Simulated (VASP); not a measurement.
TiTe, 2 atoms in the cell. Symmetry: Fm-3m, No. 225, cubic system. Conventional cell: a = 5.691 Å, b = 5.691 Å, c = 5.691 Å, α = 90.00°, β = 90.00°, γ = 90.00°. Ti (site symmetry m-3m) has 6 Te at 2.85 Å within 3.7 Å. Te (site symmetry m-3m) has 6 Ti at 2.85 Å within 3.7 Å. 

* Program: VASP 6.6.1
* Task: single point
* Functional: revPBE
* Potentials or basis: VASP PAW PBE potentials, release 64 (Ti_sv, Te)
* Cutoff: 520 eV
* k mesh: 8 × 8 × 8
* Occupations: fermi-dirac, width 0.05 eV
* Spin: no spin polarisation
* Dipole correction: no
* Further INCAR settings: ALGO = Normal; EDIFF = 1e-07; NBANDS = 16

Potentials or basis: VASP PAW PBE potentials, release 64 (Ti_sv, Te).

Command:

```sh
$ cat potpaw_PBE.64/Ti_sv/POTCAR potpaw_PBE.64/Te/POTCAR > POTCAR
$ mpirun -np 1 vasp_std > vasp.out
```

Hardware: 1 thread of Intel Xeon 6975P-C, with other jobs on the host.

Task: How long does it take, and how much memory?

Result: Wall time 22 s on 1 thread of Intel Xeon 6975P-C, with other jobs on the host, peak memory 0.18 GiB. Counts: scf iterations 15, k points 29.
